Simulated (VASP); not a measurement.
Wanted: the native input for a VASP 6.6.1 run.

```
Task                   : single point
Functional             : PBE
Potentials or basis    : VASP PAW PBE potentials, release 64 (Al, Si, Cl)
Cutoff                 : 520 eV
k mesh                 : 12 × 12 × 10
Occupations            : gaussian, width 0.1 eV
Spin                   : no spin polarisation
Dipole correction      : no
Further INCAR settings : ALGO = Normal; EDIFF = 1e-07; NBANDS = 17
```

The structure of AlSi2Cl lies in POSCAR:

```
AlSi2Cl
1.0
    4.3027637658      0.0000000000      0.0000000000
   -2.1513818829      3.7263027277      0.0000000000
    0.0000000000      0.0000000000      4.9964857812
Al Si Cl
1 2 1
Direct
    0.6666666667      0.3333333333      0.5000000000
    0.0000000000      0.0000000000      0.7408941003
    0.0000000000      0.0000000000      0.2591058997
    0.3333333333      0.6666666667      0.0000000000
```

One way to write it, as run:

INCAR

```
PREC     = Accurate       # precision mode
ENCUT    = 520            # plane-wave cutoff, eV
EDIFF    = 1E-7           # SCF threshold, eV
ISMEAR   = 0              # smearing method
SIGMA    = 0.1            # smearing width, eV
LREAL    = False          # projectors in reciprocal space
LASPH    = True           # aspherical terms in the spheres
NELM     = 100            # most SCF steps
ALGO     = Normal         # electronic algorithm
ISIF     = 2              # what is computed and relaxed
LWAVE    = False          # write WAVECAR
LCHARG   = True           # write CHGCAR
GGA      = PE             # functional
LELF     = True           # ELF
LVHAR    = True         
NBANDS   = 17             # bands
```

KPOINTS

```
regular mesh
0
Gamma
  12 12 10
```

Potentials or basis: VASP PAW PBE potentials, release 64 (Al, Si, Cl).

Run with:

```bash
$ cat potpaw_PBE.64/Al/POTCAR potpaw_PBE.64/Si/POTCAR potpaw_PBE.64/Cl/POTCAR > POTCAR
$ mpirun -np 1 vasp_std > vasp.out
```

Results of the run:

```
Pressure               : 0.0 GPa
Band gap on the k mesh : zero (band 9 reaches 6.43 eV, above the bottom of band 10 at 4.93 eV)
```

It took 47 s on 1 thread of Intel(R) Xeon(R) 6975P-C (Granite Rapids), with other jobs on the host, peak memory 0.28 GiB.
